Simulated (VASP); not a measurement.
# In2Sb (P6_3/mmc) in VASP: a series of runs

The runs below take In2Sb through single point, with PBEsol.

Everything below comes from runs of VASP 6.6.1. Logs are shortened: lines on timing, memory, paths and dates and some standing lists are left out, and cuts for length are marked.

## 1. The cell of the first run

It takes space group P6_3/mmc (No. 194, hexagonal). Conventional cell: a = 5.380 Å, b = 5.380 Å, c = 6.723 Å, α = 90.00°, β = 90.00°, γ = 120.00°. In (site symmetry -6m2) has 5 Sb at 3.11 to 3.36 Å and 6 In at 3.53 Å within 4.1 Å. In (site symmetry -3m) has 8 In at 3.36 to 3.53 Å and 6 Sb at 3.53 Å within 4.4 Å. Within 4.1 Å of Sb (site symmetry -6m2) lie 11 In at 3.11 to 3.53 Å.

## 2. Single point, PBEsol

File INCAR:

```
PREC = Accurate
ENCUT = 520
EDIFF = 1E-6
ISMEAR = 0
SIGMA = 0.1
LREAL = False
LASPH = True
NELM = 80
ALGO = Fast
ISIF = 2
LWAVE = False
LCHARG = True
GGA = PS
LELF = True
LVHAR = True
NBANDS = 40
```

File KPOINTS:

```
Automatic mesh
0
Gamma
  12 12 6
```

File POSCAR:

```
In2Sb
1.0
    5.3799042018      0.0000000000      0.0000000000
   -2.6899521009      4.6591337087      0.0000000000
    0.0000000000      0.0000000000      6.7225520000
In Sb
4 2
Direct
    0.6666666667      0.3333333333      0.2500000000
    0.3333333333      0.6666666667      0.7500000000
    0.0000000000      0.0000000000      0.5000000000
    0.0000000000      0.0000000000      0.0000000000
    0.6666666667      0.3333333333      0.7500000000
    0.3333333333      0.6666666667      0.2500000000
```

Potentials or basis: VASP PAW PBE potentials, release 64 (In_d, Sb).

Started as:

```bash
cat potpaw_PBE.64/In_d/POTCAR potpaw_PBE.64/Sb/POTCAR > POTCAR
mpirun -np 1 vasp_std > vasp.out
```

OUTCAR:

```text
PREC = Accurate
   ENCUT = 520
   EDIFF = 1E-6
   ISMEAR = 0
   LREAL = False
   LASPH = True
   NELM = 80
   ISIF = 2
   GGA = PS

 ion  position               nearest neighbor table
   1  0.667  0.333  0.250-   6 3.11   6 3.11   6 3.11   5 3.36   5 3.36   3 3.53   4 3.53   3 3.53
                             4 3.53   3 3.53   4 3.53
   2  0.333  0.667  0.750-   5 3.11   5 3.11   5 3.11   6 3.36   6 3.36   3 3.53   4 3.53   4 3.53
                             3 3.53   4 3.53   3 3.53
   3  0.000  0.000  0.500-   4 3.36   4 3.36   1 3.53   5 3.53   6 3.53   2 3.53   1 3.53   5 3.53
                             2 3.53   6 3.53   1 3.53   5 3.53   2 3.53   6 3.53
   4  0.000  0.000  0.000-   3 3.36   3 3.36   1 3.53   5 3.53   6 3.53   2 3.53   1 3.53   5 3.53
                             2 3.53   6 3.53   1 3.53   5 3.53   2 3.53   6 3.53
   5  0.667  0.333  0.750-   2 3.11   2 3.11   2 3.11   1 3.36   1 3.36   3 3.53   4 3.53   3 3.53
                             4 3.53   3 3.53   4 3.53
   6  0.333  0.667  0.250-   1 3.11   1 3.11   1 3.11   2 3.36   2 3.36   3 3.53   4 3.53   4 3.53
                             3 3.53   4 3.53   3 3.53

  LATTYP: Found a hexagonal cell.
 ALAT       =     5.3799042018
 C/A-ratio  =     1.2495672317

  Lattice vectors:

 A1 = (   5.3799042018,   0.0000000000,   0.0000000000)
 A2 = (  -2.6899521009,   4.6591337087,   0.0000000000)
 A3 = (   0.0000000000,   0.0000000000,   6.7225520000)

Analysis of symmetry for initial positions (statically):
=====================================================================
 Subroutine PRICEL returns:
 Original cell was already a primitive cell.

 Routine SETGRP: Setting up the symmetry group for a
 hexagonal supercell.

 Subroutine GETGRP returns: Found 24 space group operations
 (whereof 12 operations were pure point group operations)
 out of a pool of 24 trial point group operations.

The static configuration has the point symmetry D_3d.
 The point group associated with its full space group is D_6h.

Analysis of symmetry for dynamics (positions and initial velocities):
=====================================================================
 Subroutine PRICEL returns:
 Original cell was already a primitive cell.

 Routine SETGRP: Setting up the symmetry group for a
 hexagonal supercell.

 Subroutine GETGRP returns: Found 24 space group operations
 (whereof 12 operations were pure point group operations)
 out of a pool of 24 trial point group operations.

The dynamic configuration has the point symmetry D_3d.
 The point group associated with its full space group is D_6h.

 Subroutine INISYM returns: Found 24 space group operations
 (whereof 12 operations are pure point group operations),
 and found     1 'primitive' translations

----------------------------------------------------------------------------------------

                                     Primitive cell

  volume of cell :     168.5054

  direct lattice vectors                    reciprocal lattice vectors
     5.379904202  0.000000000  0.000000000     0.185876916  0.107316087  0.000000000
    -2.689952101  4.659133709  0.000000000     0.000000000  0.214632175  0.000000000
     0.000000000  0.000000000  6.722552000     0.000000000  0.000000000  0.148753033

  length of vectors
     5.379904202  5.379904202  6.722552000     0.214632175  0.214632175  0.148753033

  position of ions in fractional coordinates (direct lattice)
     0.666666667  0.333333333  0.250000000
     0.333333333  0.666666667  0.750000000
     0.000000000  0.000000000  0.500000000
     0.000000000  0.000000000  0.000000000
     0.666666667  0.333333333  0.750000000
     0.333333333  0.666666667  0.250000000

  ion indices of the primitive-cell ions
   primitive index   ion index
                 1           1
                 2           2
                 3           3
                 4           4
                 5           5
                 6           6

----------------------------------------------------------------------------------------

 KPOINTS: Automatic mesh

Automatic generation of k-mesh.
 Grid dimensions read from file:
 generate k-points for:   12   12    6

 Generating k-lattice:

  Cartesian coordinates                     Fractional coordinates (reciprocal lattice)
     0.015489743  0.008943007  0.000000000     0.083333333  0.000000000  0.000000000
     0.000000000  0.017886015  0.000000000     0.000000000  0.083333333  0.000000000
     0.000000000  0.000000000  0.024792172     0.000000000  0.000000000  0.166666667

  Length of vectors
     0.017886015  0.017886015  0.024792172

  Shift w.r.t. Gamma in fractional coordinates (k-lattice)
     0.000000000  0.000000000  0.000000000

 Subroutine IBZKPT returns following result:
 ===========================================

 Found     76 irreducible k-points:

 Following reciprocal coordinates:
            Coordinates               Weight
  0.000000  0.000000  0.000000      1.000000
  0.083333  0.000000  0.000000      6.000000
  0.166667  0.000000  0.000000      6.000000
  0.250000  0.000000  0.000000      6.000000
  0.333333  0.000000  0.000000      6.000000
  0.416667  0.000000  0.000000      6.000000
[... 16 lines left out ...]
  0.250000  0.000000  0.166667     12.000000
  0.333333  0.000000  0.166667     12.000000
 [... further k-points ...]
   k-points           NKPTS =     76   k-points in BZ     NKDIM =     76   number of bands    NBANDS=     40
   number of dos      NEDOS =    301   number of ions     NIONS =      6
   total plane-waves  NPLWV =  80000
   dimension x,y,z NGX =    40 NGY =   40 NGZ =   50
   dimension x,y,z NGXF=    80 NGYF=   80 NGZF=  100
   ions per type =               4   2
   NGX,Y,Z   is equivalent  to a cutoff of  12.36, 12.36, 12.36 a.u.
   NGXF,Y,Z  is equivalent  to a cutoff of  24.72, 24.72, 24.73 a.u.
 SYSTEM =  unknown system
   PREC   = accura    normal or accurate (medium, high low for compatibility)
   ISTART =      0    job   : 0-new  1-cont  2-samecut
   ICHARG =      2    charge: 1-file 2-atom 10-const
   ISPIN  =      1    spin polarized calculation?
   LNONCOLLINEAR =      F non collinear calculations
   LSORBIT =      F    spin-orbit coupling
   LASPH  =      T    aspherical Exc in radial PAW
   ENCUT  =  520.0 eV  38.22 Ry    6.18 a.u.  10.00 10.00 12.50*2*pi/ulx,y,z
   NELM   =     80;   NELMIN=  2; NELMDL= -5     # of ELM steps
   EDIFF  = 0.1E-05   stopping-criterion for ELM
   LREAL  =      F    real-space projection
   EDIFFG = 0.1E-04   stopping-criterion for IOM
   NSW    =      0    number of steps for IOM
   IBRION =     -1    ionic relax: 0-MD 1-quasi-New 2-CG
   NFREE  =      0    steps in history (QN), initial steepest desc. (CG)
   ISIF   =      2    stress and relaxation
   ISYM   =      2    0-nonsym 1-usesym 2-fastsym
   POTIM  = 0.5000    time-step for ionic-motion
   TEBEG  =    0.0;   TEEND  =   0.0 temperature during run
   PSTRESS=    0.0 pullay stress
   NELECT =      62.0000    total number of electrons
   NUPDOWN=      -1.0000    fix difference up-down
   EMIN   =  10.00;   EMAX   =-10.00  energy-range for DOS
   EFERMI =   0.00;   METHOD = LEGACY
   ISMEAR =     0;   SIGMA  =   0.10  broadening in eV -4-tet -1-fermi 0-gaus
   EFERMI_NEDOS =   21; number of points for ismear=-14 and -15
   IALGO  =     68    algorithm
   IMIX   =      4    mixing-type and parameters
     AMIX     =   0.40;   BMIX     =  1.00
     AMIX_MAG =   1.60;   BMIX_MAG =  1.00
  volume/ion in A,a.u.               =      28.08       189.52
  Fermi-wavevector in a.u.,A,eV,Ry     =   1.173097  2.216833 18.723762  1.376158
  Thomas-Fermi vector in A             =   2.309516
   LORBIT       =      0    0 simple, 1 ext, 2 COOP (PROOUT), +10 PAW based schemes
   GGA     = PS    functional components
   LHFCALC =     F    Hartree Fock is set to
   AEXX    =    0.0000 exact exchange contribution
   IVDW    =     0    specifies the selected vdW correction
   LEPSILON=     F    determine dielectric tensor
   LRPA    =     F    only Hartree local field effects (RPA)
 non-spin polarized calculation
 RMM-DIIS sequential band-by-band and
 Gauss-broadening in eV      SIGMA  =   0.10
  energy-cutoff  :      520.00
  volume of cell :      168.51
 maximum number of plane-waves:      4578
   NGX = 21   NGY = 21   NGZ = 25

 number of electron      62.0000005 magnetization

 Free energy of the ion-electron system (eV)
  ---------------------------------------------------
  ext. energy  EPLUGINS =         0.00000000
  ---------------------------------------------------
  free energy    TOTEN  =       -20.98434979 eV

  energy without entropy =      -20.96508328  energy(sigma->0) =      -20.97471653

 E-fermi :   6.9883     XC(G=0): -10.0778

 val. band max:        6.9748807087   @ k =   0.1667   0.1667   0.1667
 cond. band min:       6.9904108564   @ k =   0.0833   0.0000   0.5000
 fundamental gap:      0.0155301477
 Fermi energy:         6.9882933359

 k-point     1 :       0.0000    0.0000    0.0000
  band No.  band energies     occupation
      1      -7.6408      2.00000
      2      -7.6407      2.00000
      3      -7.6407      2.00000
      4      -7.5972      2.00000
      5      -7.5972      2.00000
      6      -7.5504      2.00000
[... 32 lines left out ...]
     39       9.3608      0.00000
     40      10.4634      0.00000

 k-point     2 :       0.0833    0.0000    0.0000
  band No.  band energies     occupation
      1      -7.6417      2.00000
      2      -7.6400      2.00000
      3      -7.6383      2.00000
      4      -7.5951      2.00000
      5      -7.5929      2.00000
      6      -7.5464      2.00000
[... 32 lines left out ...]
     39       9.8050      0.00000
     40      10.4606      0.00000

 k-point     3 :       0.1667    0.0000    0.0000
  band No.  band energies     occupation
      1      -7.6429      2.00000
      2      -7.6376      2.00000
      3      -7.6316      2.00000
      4      -7.5889      2.00000
      5      -7.5802      2.00000
      6      -7.5501      2.00000
[... 32 lines left out ...]
     39      10.6133      0.00000
     40      10.7155      0.00000

 k-point     4 :       0.2500    0.0000    0.0000
  band No.  band energies     occupation
      1      -7.6423      2.00000
      2      -7.6328      2.00000
      3      -7.6231      2.00000
      4      -7.5796      2.00000
      5      -7.5638      2.00000
      6      -7.5601      2.00000
[... 32 lines left out ...]
     39      11.0361      0.00000
     40      11.6878      0.00000
[... 772 lines left out ...]
     39      10.3342      0.00000
     40      11.2356      0.00000

 k-point    23 :       0.2500    0.0000    0.1667
  band No.  band energies     occupation
      1      -7.6336      2.00000
      2      -7.6185      2.00000
      3      -7.6162      2.00000
      4      -7.5781      2.00000
      5      -7.5673      2.00000
      6      -7.5571      2.00000
[... 32 lines left out ...]
     39      10.5940      0.00000
     40      11.8581      0.00000

 k-point    24 :       0.3333    0.0000    0.1667
  band No.  band energies     occupation
      1      -7.6310      2.00000
      2      -7.6125      2.00000
      3      -7.6090      2.00000
      4      -7.5738      2.00000
      5      -7.5714      2.00000
      6      -7.5385      2.00000
[... 32 lines left out ...]
     39      11.3847      0.00000
     40      11.6021      0.00000

 [... further k-points ...]

------------------------ aborting loop because EDIFF is reached ----------------------------------------

  FORCE on cell =-STRESS in cart. coord.  units (eV):
  Direction    XX          YY          ZZ          XY          YZ          ZX
  --------------------------------------------------------------------------------------
  -------------------------------------------------------------------------------------
  Total       -2.2088639     -2.2088639     -3.7298413      0.0000000      0.0000000     -0.0000000
  in kB      -21.0022416    -21.0022416    -35.4639451      0.0000000      0.0000000     -0.0000000
  external PRESSURE =     -25.8228094 kB  Pullay stress =       0.0000000 kB

 VOLUME and BASIS-vectors are now :
 -----------------------------------------------------------------------------
  energy-cutoff  :      520.00
  volume of cell :      168.51
      direct lattice vectors                 reciprocal lattice vectors
     5.379904202  0.000000000  0.000000000     0.185876916  0.107316087  0.000000000
    -2.689952101  4.659133709  0.000000000     0.000000000  0.214632175  0.000000000
     0.000000000  0.000000000  6.722552000     0.000000000  0.000000000  0.148753033

 POSITION                                       TOTAL-FORCE (eV/Angst)
 -----------------------------------------------------------------------------------
      2.68995      1.55304      1.68064        -0.000000     -0.000000      0.000000
     -0.00000      3.10609      5.04191        -0.000000     -0.000000      0.000000
      0.00000      0.00000      3.36128         0.000000      0.000000     -0.000000
      0.00000      0.00000      0.00000         0.000000      0.000000     -0.000000
      2.68995      1.55304      5.04191         0.000000     -0.000000     -0.000000
     -0.00000      3.10609      1.68064        -0.000000      0.000000     -0.000000
 -----------------------------------------------------------------------------------
    total drift:                               -0.000000     -0.000000     -0.000000

  FREE ENERGIE OF THE ION-ELECTRON SYSTEM (eV)
  ---------------------------------------------------
  free  energy   TOTEN  =       -20.9843497877 eV

  energy  without entropy=      -20.9650832772  energy(sigma->0) =      -20.97471653
```

Run time: 17 min. Hardware: 1 thread of Intel Xeon 8259CL, shared host; peak memory 0.54 GiB.

Results:

| Item | Value |
| --- | --- |
| Free energy | -20.9843 eV |
| Pressure | -2.6 GPa |
| Band gap on the k mesh | zero (bands 31 and 32 overlap by 2.07 eV) |

Caveat: the PAW data sets were made with another functional, which shifts forces and pressure a little; spin-orbit coupling is left out, which moves the levels of the heavy elements.

## 3. Single point, PBEsol

File INCAR:

```
  PREC = Accurate
  ENCUT = 500
  EDIFF = 1E-6
  ISMEAR = 0
  SIGMA = 0.1
  LREAL = False
  LASPH = True
  NELM = 120
  ALGO = Normal
  ISIF = 2
  LWAVE = False
  LCHARG = True
  GGA = PS
  LELF = True
  LVHAR = True
  NBANDS = 40
  GGA_COMPAT = False
```

File KPOINTS:

```
Automatic mesh
0
Gamma
  18 18 10
```

POSCAR is that of step 2.

Potentials or basis: VASP PAW PBE potentials, release 64 (In_d, Sb).

Started as:

```bash
cat potpaw_PBE.64/In_d/POTCAR potpaw_PBE.64/Sb/POTCAR > POTCAR
mpirun -np 1 vasp_std > vasp.out
```

OUTCAR:

```text
PREC = Accurate
   ENCUT = 500
   EDIFF = 1E-6
   ISMEAR = 0
   LREAL = False
   LASPH = True
   NELM = 120
   ISIF = 2
   GGA = PS

 ion  position               nearest neighbor table
   1  0.667  0.333  0.250-   6 3.11   6 3.11   6 3.11   5 3.36   5 3.36   3 3.53   4 3.53   3 3.53
                             4 3.53   3 3.53   4 3.53
   2  0.333  0.667  0.750-   5 3.11   5 3.11   5 3.11   6 3.36   6 3.36   3 3.53   4 3.53   4 3.53
                             3 3.53   4 3.53   3 3.53
   3  0.000  0.000  0.500-   4 3.36   4 3.36   1 3.53   5 3.53   6 3.53   2 3.53   1 3.53   5 3.53
                             2 3.53   6 3.53   1 3.53   5 3.53   2 3.53   6 3.53
[... 1249 lines left out ...]
  Total       -2.3428101     -2.3428101     -3.5576011      0.0000000      0.0000000      0.0000000
  in kB      -22.2758238    -22.2758238    -33.8262576      0.0000000      0.0000000      0.0000000
  external PRESSURE =     -26.1259684 kB  Pullay stress =       0.0000000 kB

 VOLUME and BASIS-vectors are now :
 -----------------------------------------------------------------------------
  energy-cutoff  :      500.00
  volume of cell :      168.51
      direct lattice vectors                 reciprocal lattice vectors
     5.379904202  0.000000000  0.000000000     0.185876916  0.107316087  0.000000000
    -2.689952101  4.659133709  0.000000000     0.000000000  0.214632175  0.000000000
     0.000000000  0.000000000  6.722552000     0.000000000  0.000000000  0.148753033

 POSITION                                       TOTAL-FORCE (eV/Angst)
 -----------------------------------------------------------------------------------
      2.68995      1.55304      1.68064         0.000000      0.000000     -0.000000
     -0.00000      3.10609      5.04191        -0.000000     -0.000000      0.000000
      0.00000      0.00000      3.36128         0.000000     -0.000000      0.000000
      0.00000      0.00000      0.00000         0.000000     -0.000000      0.000000
      2.68995      1.55304      5.04191         0.000000      0.000000      0.000000
     -0.00000      3.10609      1.68064        -0.000000     -0.000000      0.000000
 -----------------------------------------------------------------------------------
    total drift:                               -0.000000     -0.000000     -0.000000

  FREE ENERGIE OF THE ION-ELECTRON SYSTEM (eV)
  ---------------------------------------------------
  free  energy   TOTEN  =       -20.9986217784 eV

  energy  without entropy=      -20.9837113385  energy(sigma->0) =      -20.99116656
```

stdout:

```text
POSCAR found type information on POSCAR InSb
 POSCAR found :  2 types and       6 ions
 scaLAPACK will be used
 -----------------------------------------------------------------------------
|                                                                             |
|                                                                             |
|     You enforced a specific xc type in the INCAR file but a different       |
|     I HOPE YOU KNOW WHAT YOU ARE DOING!                                     |
|                                                                             |
 -----------------------------------------------------------------------------

 LDA part: xc-table for (Slater+PW92), standard interpolation
 POSCAR, INCAR and KPOINTS ok, starting setup
 FFT: planning ... GRIDC
 FFT: planning ... GRID_SOFT
 FFT: planning ... GRID
 WAVECAR not read
 entering main loop
```

Wall time 20 min (1 thread of Intel Xeon Platinum 8259CL at 2.50GHz (Skylake/Cascade Lake), shared host); peak memory 1.1 GiB.

Results:

```
Free energy            : -20.9986 eV
Pressure               : -2.6 GPa
Band gap on the k mesh : zero (bands 31 and 32 overlap by 1.95 eV)
```

Stress tensor (GPa, compression positive):
```
-2.23  0.00  0.00
 0.00 -2.23  0.00
 0.00  0.00 -3.38
```

Caveat: the PAW data sets were made with another functional, which shifts forces and pressure a little; spin-orbit coupling is left out, which moves the levels of the heavy elements.
